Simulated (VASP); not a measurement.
Write the native input for VASP 6.6.1 that does the following.

| Property | Result |
| --- | --- |
| Task | electric field gradients |
| Functional | PBE |
| Potentials or basis | VASP PAW PBE potentials, release 64 (Os) |
| Cutoff | 520 eV |
| k mesh | 14 × 14 × 14 |
| Occupations | fermi-dirac, width 0.03 eV |
| Spin | no spin polarisation |
| Dipole correction | no |
| Further INCAR settings | ALGO = Normal; EDIFF = 1e-08; NBANDS = 10 |

The structure of Os lies in POSCAR:

```
Os
1.0
    0.0000000000      1.9258369711      1.9839000000
    1.9258369711      0.0000000000      1.9839000000
    1.9258369711      1.9258369711      0.0000000000
Os
1
Direct
    0.0000000000      0.0000000000      0.0000000000
```

This cell differs from its parent crystal: z stretched by +2 % at fixed volume.

One way to write it, as run:

INCAR

```
ALGO = Normal
EDIFF = 1E-8
ENCUT = 520
GGA = PE
GGA_COMPAT = False
ISIF = 2
ISMEAR = -1
LASPH = True
LCHARG = False
LEFG = True
LREAL = False
LWAVE = False
NBANDS = 10
NELM = 120
PREC = Accurate
SIGMA = 0.03
```

KPOINTS

```
k-points
0
Gamma
  14 14 14
```

Potentials or basis: VASP PAW PBE potentials, release 64 (Os).

Launch:

```console
$ cat potpaw_PBE.64/Os/POTCAR > POTCAR
$ mpirun -np 1 vasp_std > vasp.out
```

It gave:

The pressure is -9.6 GPa and the band gap on the k mesh is zero (bands 4 and 5 overlap by 3.72 eV). The largest electric field gradient by atom is Os +7.5 V/Å².

Caveat: the stress differs along the axes, from -15 to -7 GPa; without QUAD_EFG the Cq values of the log hold for a quadrupole moment of 1 mb, not for the nuclei; spin-orbit coupling is left out, which moves the levels of the heavy elements.

Wall time 20 s on 1 thread of Intel(R) Xeon(R) Platinum 8375C CPU @ 2.90GHz (Ice Lake), with other jobs on the host, peak memory 0.16 GiB.
